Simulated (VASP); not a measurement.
A run of VASP 6.6.1 is set up as follows.

INCAR

```
PREC = Accurate
ENCUT = 520
EDIFF = 1E-7
ISMEAR = 1
SIGMA = 0.05
LREAL = F
LASPH = T
NELM = 60
ALGO = Normal
ISIF = 2
LWAVE = F
LCHARG = F
GGA = PE
NBANDS = 28
```

KPOINTS

```
regular mesh
0
Gamma
  16 16 16
```

File POSCAR:

```
Zr2H3Pd
1.0
   -1.6033930000      1.6033930000      6.7000100000
    1.6033930000     -1.6033930000      6.7000100000
    1.6033930000      1.6033930000     -6.7000100000
Pd Zr H
1 2 3
Direct
    0.0000000000      0.0000000000      0.0000000000
    0.3529380000      0.3529380000      0.0000000000
    0.6470620000      0.6470620000      0.0000000000
    0.2500000000      0.7500000000      0.5000000000
    0.7500000000      0.2500000000      0.5000000000
    0.5000000000      0.5000000000      0.0000000000
```

Potentials or basis: VASP PAW PBE potentials, release 64 (Pd, Zr_sv, H).

Run with:

```bash
$ cat potpaw_PBE.64/Pd/POTCAR potpaw_PBE.64/Zr_sv/POTCAR potpaw_PBE.64/H/POTCAR > POTCAR
$ mpirun -np 1 vasp_std > vasp.out
```

What does it give for the largest force?

0.071 eV/Å.

Predict the band gap on the k mesh.

zero (an odd number of electrons rules out a gap without spin polarisation).

Estimate the pressure.

-1.1 GPa.

Forces in eV/Å, atoms in the order of the input:
```
Pd   0.000  0.000  0.000
Zr   0.000  0.000  0.071
Zr   0.000  0.000 -0.071
H    0.000  0.000  0.000
H    0.000  0.000  0.000
H    0.000  0.000  0.000
```
